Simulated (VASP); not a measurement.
Here is a VASP 6.6.1 calculation.

File INCAR:

```
SYSTEM = Sn
ALGO = Normal ; EDIFF = 1E-6
ENCUT = 520 ; GGA = PE
ISIF = 2 ; ISMEAR = -1
LASPH = .TRUE. ; LCHARG = .FALSE.
LREAL = .FALSE. ; LWAVE = .FALSE.
NBANDS = 21 ; NELM = 80
PREC = Accurate ; SIGMA = 0.1
```

The input KPOINTS:

```
k-points
0
G
  2 2 1
  0 0 0
```

The input POSCAR:

```
Sn
1.0
   -2.9773321013      2.9790067394      1.6030901642
    2.9790067394     -2.9773321013      1.6030901642
    2.9770686044      2.9770686044     -1.6000204610
Sn
2
Direct
    0.0000231878      0.9999768122      0.0000000000
    0.7499768122      0.2500231878      0.5000000000
```

Potentials or basis: VASP PAW PBE potentials, release 64 (Sn_d).

Run with:

```bash
$ cat potpaw_PBE.64/Sn_d/POTCAR > POTCAR
$ mpirun -np 1 vasp_std > vasp.out
```

(1) Estimate the pressure.

(2) What does it give for the band gap on the k mesh?

Answers

(1) 6.4 GPa.

(2) zero (band 14 reaches 8.01 eV, above the bottom of band 15 at 6.42 eV).

Caveat: the k points lie up to 1.49 Å⁻¹ apart; spin-orbit coupling is left out, which moves the levels of the heavy elements.
